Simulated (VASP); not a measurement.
# Ge (Fd-3m) in VASP: a series of runs

Ge is run at these levels: PBE; tasks: single point, relaxation of cell and atoms.

All numbers are computed with VASP 6.6.1; they aren't measurements. Logs are shortened: lines on timing, memory, paths and dates and some standing lists are left out, and cuts for length are marked.

**1. The cell of the first run**

The structure is cubic, space group Fd-3m (No. 227). Conventional cell: a = 5.772 Å, b = 5.772 Å, c = 5.772 Å, α = 90.00°, β = 90.00°, γ = 90.00°. Ge (site symmetry -43m) has 4 Ge at 2.50 Å within 3.3 Å.

**2. Single point, PBE**

INCAR

```
SYSTEM = Ge
ALGO = Normal
EDIFF = 1E-7
ENCUT = 520
GGA = PE
ISIF = 2
ISMEAR = -1
LASPH = .TRUE.
LCHARG = .FALSE.
LREAL = .FALSE.
LWAVE = .FALSE.
NBANDS = 21
NELM = 60
PREC = Accurate
SIGMA = 0.05
```

KPOINTS

```
k-points
0
G
  5 5 5
  0 0 0
```

POSCAR

```
Ge
1.0
    0.0000000000      2.8859759944      2.8859759944
    2.8859759944      0.0000000000      2.8859759944
    2.8859759944      2.8859759944      0.0000000000
Ge
2
Direct
    0.5000000000      0.5000000000      0.5000000000
    0.7500000000      0.7500000000      0.7500000000
```

Potentials or basis: VASP PAW PBE potentials, release 64 (Ge_d).

Launch:

```console
> cat potpaw_PBE.64/Ge_d/POTCAR > POTCAR
> mpirun -np 1 vasp_std > vasp.out
```

OUTCAR:

```text
SYSTEM = Ge
   EDIFF = 1E-7
   ENCUT = 520
   GGA = PE
   ISIF = 2
   ISMEAR = -1
   LASPH = .TRUE.
   LREAL = .FALSE.
   NELM = 60
   PREC = Accurate

 ion  position               nearest neighbor table
   1  0.500  0.500  0.500-   2 2.50   2 2.50   2 2.50   2 2.50
   2  0.750  0.750  0.750-   1 2.50   1 2.50   1 2.50   1 2.50

  LATTYP: Found a face centered cubic cell.
 ALAT       =     5.7719519888

  Lattice vectors:

 A1 = (   0.0000000000,   2.8859759944,   2.8859759944)
 A2 = (   2.8859759944,   0.0000000000,   2.8859759944)
 A3 = (   2.8859759944,   2.8859759944,   0.0000000000)

Analysis of symmetry for initial positions (statically):
=====================================================================
 Subroutine PRICEL returns:
 Original cell was already a primitive cell.

 Routine SETGRP: Setting up the symmetry group for a
 face centered cubic supercell.

 Subroutine GETGRP returns: Found 48 space group operations
 (whereof 24 operations were pure point group operations)
 out of a pool of 48 trial point group operations.

The static configuration has the point symmetry T_d .
 The point group associated with its full space group is O_h .

Analysis of symmetry for dynamics (positions and initial velocities):
=====================================================================
 Subroutine PRICEL returns:
 Original cell was already a primitive cell.

 Routine SETGRP: Setting up the symmetry group for a
 face centered cubic supercell.

 Subroutine GETGRP returns: Found 48 space group operations
 (whereof 24 operations were pure point group operations)
 out of a pool of 48 trial point group operations.

The dynamic configuration has the point symmetry T_d .
 The point group associated with its full space group is O_h .

 Subroutine INISYM returns: Found 48 space group operations
 (whereof 24 operations are pure point group operations),
 and found     1 'primitive' translations

----------------------------------------------------------------------------------------

                                     Primitive cell

  volume of cell :      48.0738

  direct lattice vectors                    reciprocal lattice vectors
     0.000000000  2.885975994  2.885975994    -0.173251614  0.173251614  0.173251614
     2.885975994  0.000000000  2.885975994     0.173251614 -0.173251614  0.173251614
     2.885975994  2.885975994  0.000000000     0.173251614  0.173251614 -0.173251614

  length of vectors
     4.081386392  4.081386392  4.081386392     0.300080599  0.300080599  0.300080599

  position of ions in fractional coordinates (direct lattice)
     0.500000000  0.500000000  0.500000000
     0.750000000  0.750000000  0.750000000

  ion indices of the primitive-cell ions
   primitive index   ion index
                 1           1
                 2           2

----------------------------------------------------------------------------------------

 KPOINTS: k-points

Automatic generation of k-mesh.
 Grid dimensions read from file:
 generate k-points for:    5    5    5

 Generating k-lattice:

  Cartesian coordinates                     Fractional coordinates (reciprocal lattice)
    -0.034650323  0.034650323  0.034650323     0.200000000  0.000000000  0.000000000
     0.034650323 -0.034650323  0.034650323     0.000000000  0.200000000  0.000000000
     0.034650323  0.034650323 -0.034650323     0.000000000  0.000000000  0.200000000

  Length of vectors
     0.060016120  0.060016120  0.060016120

  Shift w.r.t. Gamma in fractional coordinates (k-lattice)
     0.000000000  0.000000000  0.000000000

 Subroutine IBZKPT returns following result:
 ===========================================

 Found     10 irreducible k-points:

 Following reciprocal coordinates:
            Coordinates               Weight
  0.000000  0.000000  0.000000      1.000000
  0.200000  0.000000  0.000000      8.000000
  0.400000  0.000000  0.000000      8.000000
  0.200000  0.200000  0.000000      6.000000
  0.400000  0.200000  0.000000     24.000000
 -0.400000  0.200000  0.000000     24.000000
 -0.200000  0.200000  0.000000     12.000000
  0.400000  0.400000  0.000000      6.000000
 -0.400000  0.400000  0.000000     12.000000
 -0.400000  0.400000  0.200000     24.000000
   k-points           NKPTS =     10   k-points in BZ     NKDIM =     10   number of bands    NBANDS=     21
   number of dos      NEDOS =    301   number of ions     NIONS =      2
   total plane-waves  NPLWV =  27000
   dimension x,y,z NGX =    30 NGY =   30 NGZ =   30
   dimension x,y,z NGXF=    60 NGYF=   60 NGZF=   60
   ions per type =               2
   NGX,Y,Z   is equivalent  to a cutoff of  12.22, 12.22, 12.22 a.u.
   NGXF,Y,Z  is equivalent  to a cutoff of  24.44, 24.44, 24.44 a.u.
 SYSTEM =  Ge
   PREC   = accura    normal or accurate (medium, high low for compatibility)
   ISTART =      0    job   : 0-new  1-cont  2-samecut
   ICHARG =      2    charge: 1-file 2-atom 10-const
   ISPIN  =      1    spin polarized calculation?
   LNONCOLLINEAR =      F non collinear calculations
   LSORBIT =      F    spin-orbit coupling
   LASPH  =      T    aspherical Exc in radial PAW
   ENCUT  =  520.0 eV  38.22 Ry    6.18 a.u.   7.59  7.59  7.59*2*pi/ulx,y,z
   NELM   =     60;   NELMIN=  2; NELMDL= -5     # of ELM steps
   EDIFF  = 0.1E-06   stopping-criterion for ELM
   LREAL  =      F    real-space projection
   EDIFFG = 0.1E-05   stopping-criterion for IOM
   NSW    =      0    number of steps for IOM
   IBRION =     -1    ionic relax: 0-MD 1-quasi-New 2-CG
   NFREE  =      0    steps in history (QN), initial steepest desc. (CG)
   ISIF   =      2    stress and relaxation
   ISYM   =      2    0-nonsym 1-usesym 2-fastsym
   POTIM  = 0.5000    time-step for ionic-motion
   TEBEG  =    0.0;   TEEND  =   0.0 temperature during run
   PSTRESS=    0.0 pullay stress
   NELECT =      28.0000    total number of electrons
   NUPDOWN=      -1.0000    fix difference up-down
   EMIN   =  10.00;   EMAX   =-10.00  energy-range for DOS
   EFERMI =   0.00;   METHOD = LEGACY
   ISMEAR =    -1;   SIGMA  =   0.05  broadening in eV -4-tet -1-fermi 0-gaus
   EFERMI_NEDOS =   21; number of points for ismear=-14 and -15
   IALGO  =     38    algorithm
   IMIX   =      4    mixing-type and parameters
     AMIX     =   0.40;   BMIX     =  1.00
     AMIX_MAG =   1.60;   BMIX_MAG =  1.00
  volume/ion in A,a.u.               =      24.04       162.21
  Fermi-wavevector in a.u.,A,eV,Ry     =   1.367177  2.583590 25.431648  1.869173
  Thomas-Fermi vector in A             =   2.493253
   LORBIT       =      0    0 simple, 1 ext, 2 COOP (PROOUT), +10 PAW based schemes
   GGA     = PE    functional components
   LHFCALC =     F    Hartree Fock is set to
   AEXX    =    0.0000 exact exchange contribution
   IVDW    =     0    specifies the selected vdW correction
   LEPSILON=     F    determine dielectric tensor
   LRPA    =     F    only Hartree local field effects (RPA)
 non-spin polarized calculation
  energy-cutoff  :      520.00
  volume of cell :       48.07
 maximum number of plane-waves:      1307
 NGX is ok and might be reduce to    30
   NGX = 15   NGY = 15   NGZ = 15

 number of electron      27.9999975 magnetization

 Free energy of the ion-electron system (eV)
  ---------------------------------------------------
  ext. energy  EPLUGINS =         0.00000000
  ---------------------------------------------------
  free energy    TOTEN  =        -8.94071488 eV

  energy without entropy =       -8.93700209  energy(sigma->0) =       -8.93885848

 E-fermi :   4.4240     XC(G=0):  -9.6288

 val. band max:        3.9465521305   @ k =   0.0000   0.0000   0.0000
 cond. band min:       4.4449906184   @ k =   0.0000   0.0000   0.0000
 fundamental gap:      0.4984384880
 Fermi energy:         4.4239934537

 k-point     1 :       0.0000    0.0000    0.0000
  band No.  band energies     occupation
      1     -20.2848      2.00000
      2     -20.2848      2.00000
      3     -20.2848      2.00000
      4     -20.2533      2.00000
      5     -20.2533      2.00000
      6     -20.0727      2.00000
[... 13 lines left out ...]
     20      13.7584      0.00000
     21      13.7584      0.00000

 k-point     2 :       0.2000    0.0000    0.0000
  band No.  band energies     occupation
      1     -20.2972      2.00000
      2     -20.2972      2.00000
      3     -20.2795      2.00000
      4     -20.2347      2.00000
      5     -20.2347      2.00000
      6     -20.0919      2.00000
[... 13 lines left out ...]
     20      12.6218      0.00000
     21      12.6218      0.00000

 k-point     3 :       0.4000    0.0000    0.0000
  band No.  band energies     occupation
      1     -20.3052      2.00000
      2     -20.3052      2.00000
      3     -20.2708      2.00000
      4     -20.2191      2.00000
      5     -20.2191      2.00000
      6     -20.1035      2.00000
[... 13 lines left out ...]
     20      14.1064      0.00000
     21      14.1064      0.00000

 k-point     4 :       0.2000    0.2000    0.0000
  band No.  band energies     occupation
      1     -20.2960      2.00000
      2     -20.2960      2.00000
      3     -20.2916      2.00000
      4     -20.2345      2.00000
      5     -20.2114      2.00000
      6     -20.1285      2.00000
[... 13 lines left out ...]
     20      13.2641      0.00000
     21      14.4167      0.00000

 k-point     5 :       0.4000    0.2000    0.0000
  band No.  band energies     occupation
      1     -20.3160      2.00000
      2     -20.3060      2.00000
      3     -20.2669      2.00000
      4     -20.2124      2.00000
      5     -20.1885      2.00000
      6     -20.1507      2.00000
[... 13 lines left out ...]
     20      14.3814      0.00000
     21      15.3729      0.00000

 k-point     6 :      -0.4000    0.2000    0.0000
  band No.  band energies     occupation
      1     -20.3231      2.00000
      2     -20.3123      2.00000
      3     -20.2458      2.00000
      4     -20.2020      2.00000
      5     -20.1949      2.00000
      6     -20.1310      2.00000
[... 13 lines left out ...]
     20      13.6346      0.00000
     21      15.0314      0.00000

 k-point     7 :      -0.2000    0.2000    0.0000
  band No.  band energies     occupation
      1     -20.3099      2.00000
      2     -20.3098      2.00000
      3     -20.2613      2.00000
      4     -20.2257      2.00000
      5     -20.2063      2.00000
      6     -20.1204      2.00000
[... 13 lines left out ...]
     20      14.0226      0.00000
     21      14.4869      0.00000

 k-point     8 :       0.4000    0.4000    0.0000
  band No.  band energies     occupation
      1     -20.3118      2.00000
      2     -20.3118      2.00000
      3     -20.2663      2.00000
      4     -20.2047      2.00000
      5     -20.1860      2.00000
      6     -20.1415      2.00000
[... 13 lines left out ...]
     20      16.3992      0.00000
     21      16.4630      0.00000

 k-point     9 :      -0.4000    0.4000    0.0000
  band No.  band energies     occupation
      1     -20.3260      2.00000
      2     -20.3148      2.00000
      3     -20.2378      2.00000
      4     -20.2027      2.00000
      5     -20.1629      2.00000
      6     -20.1527      2.00000
[... 13 lines left out ...]
     20      14.6660      0.00000
     21      17.0421      0.00000

 k-point    10 :      -0.4000    0.4000    0.2000
  band No.  band energies     occupation
      1     -20.3247      2.00000
      2     -20.3202      2.00000
      3     -20.2323      2.00000
      4     -20.1882      2.00000
      5     -20.1778      2.00000
      6     -20.1596      2.00000
[... 13 lines left out ...]
     20      14.5526      0.00000
     21      17.1398      0.00000

------------------------ aborting loop because EDIFF is reached ----------------------------------------

  FORCE on cell =-STRESS in cart. coord.  units (eV):
  Direction    XX          YY          ZZ          XY          YZ          ZX
  --------------------------------------------------------------------------------------
  -------------------------------------------------------------------------------------
  Total       -0.0242067     -0.0242067     -0.0242067      0.0000000      0.0000000      0.0000000
  in kB       -0.8067486     -0.8067486     -0.8067486      0.0000000      0.0000000      0.0000000
  external PRESSURE =      -0.8067486 kB  Pullay stress =       0.0000000 kB

 VOLUME and BASIS-vectors are now :
 -----------------------------------------------------------------------------
  energy-cutoff  :      520.00
  volume of cell :       48.07
      direct lattice vectors                 reciprocal lattice vectors
     0.000000000  2.885975994  2.885975994    -0.173251614  0.173251614  0.173251614
     2.885975994  0.000000000  2.885975994     0.173251614 -0.173251614  0.173251614
     2.885975994  2.885975994  0.000000000     0.173251614  0.173251614 -0.173251614

 POSITION                                       TOTAL-FORCE (eV/Angst)
 -----------------------------------------------------------------------------------
      2.88598      2.88598      2.88598        -0.000000      0.000000     -0.000000
      4.32896      4.32896      4.32896         0.000000     -0.000000      0.000000
 -----------------------------------------------------------------------------------
    total drift:                                0.000000     -0.000000     -0.000000

  FREE ENERGIE OF THE ION-ELECTRON SYSTEM (eV)
  ---------------------------------------------------
  free  energy   TOTEN  =        -8.9407148768 eV

  energy  without entropy=       -8.9370020871  energy(sigma->0) =       -8.93885848
```

Run time: 11 s. Hardware: 1 thread of Intel Xeon Platinum 8259CL at 2.50GHz (Skylake/Cascade Lake), shared host; peak memory 0.16 GiB.

Results:

```yaml
Free_energy: -8.9407 eV
Pressure: -0.1 GPa
Band_gap_on_the_k_mesh: zero (filled and empty bands touch)
```

Caveat: the k points lie up to 0.38 Å⁻¹ apart.

**3. Relaxation of cell and atoms, PBE**

This run uses another cell than the first one, of 22.63 Å³/atom, 0.942 times its volume.

INCAR

```
PREC = Accurate ; ENCUT = 600
EDIFF = 1E-7 ; ISMEAR = -1
SIGMA = 0.05 ; LREAL = F
LASPH = T ; NELM = 60
ALGO = Normal ; ISIF = 3
LWAVE = F ; LCHARG = F
GGA = PE ; IBRION = 2
NSW = 80 ; EDIFFG = -0.01
```

KPOINTS

```
Automatic mesh
0
Gamma
  5 5 5
```

POSCAR

```
Ge
1.0
    0.0000000000      2.8286800000      2.8286800000
    2.8286800000      0.0000000000      2.8286800000
    2.8286800000      2.8286800000      0.0000000000
Ge
2
Direct
    0.5000000000      0.5000000000      0.5000000000
    0.7500000000      0.7500000000      0.7500000000
```

Potentials or basis: VASP PAW PBE potentials, release 64 (Ge_d).

Launch:

```console
> cat potpaw_PBE.64/Ge_d/POTCAR > POTCAR
> mpirun -np 1 vasp_std > vasp.out
```

Run time: 24 s. Hardware: 1 thread of Intel Xeon Platinum 8259CL at 2.50GHz (Skylake/Cascade Lake), shared host; peak memory 0.18 GiB.

Results (log left out):

* Free energy: -8.9407 eV
* Relaxed volume: 24.04 Å³/atom
* Relaxed cell: a = 4.082 Å, b = 4.082 Å, c = 4.082 Å, α = 60.00°, β = 60.00°, γ = 60.00°
* Space group after relaxing (to 0.05 Å): Fd-3m (No. 227)
* Energy gained by relaxing: 16.1 meV/atom
* Ionic steps: 3
* Pressure after relaxing: 0.0 GPa
* Band gap on the k mesh: zero (filled and empty bands touch)

The path:
```csv
step,energy change (eV),largest force (eV/Å),pressure (GPa),volume (Å³)
1,0.0000,0.0000,3.77,45.27
2,-0.0300,0.0000,-0.88,48.85
3,-0.0322,0.0000,-0.03,48.09
```

Final structure:
```
Ge
1.0
     0.00000    2.88629    2.88629
     2.88629    0.00000    2.88629
     2.88629    2.88629    0.00000
Ge
2
Direct
  0.50000 0.50000 0.50000
  0.75000 0.75000 0.75000
```

Levels at points of the mesh, in eV from the Fermi level:
| k point | band 11 | band 12 | band 13 | band 14 | band 15 | band 16 | band 17 | band 18 |
| --- | --- | --- | --- | --- | --- | --- | --- | --- |
| (0.00, 0.00, 0.00) | -12.31 | -0.48 | 0.02 | 0.02 | 0.02 | 2.54 | 2.54 | 2.54 |

Caveat: the k points lie up to 0.38 Å⁻¹ apart in the final cell.

(Part 1 of 2 ends here.)
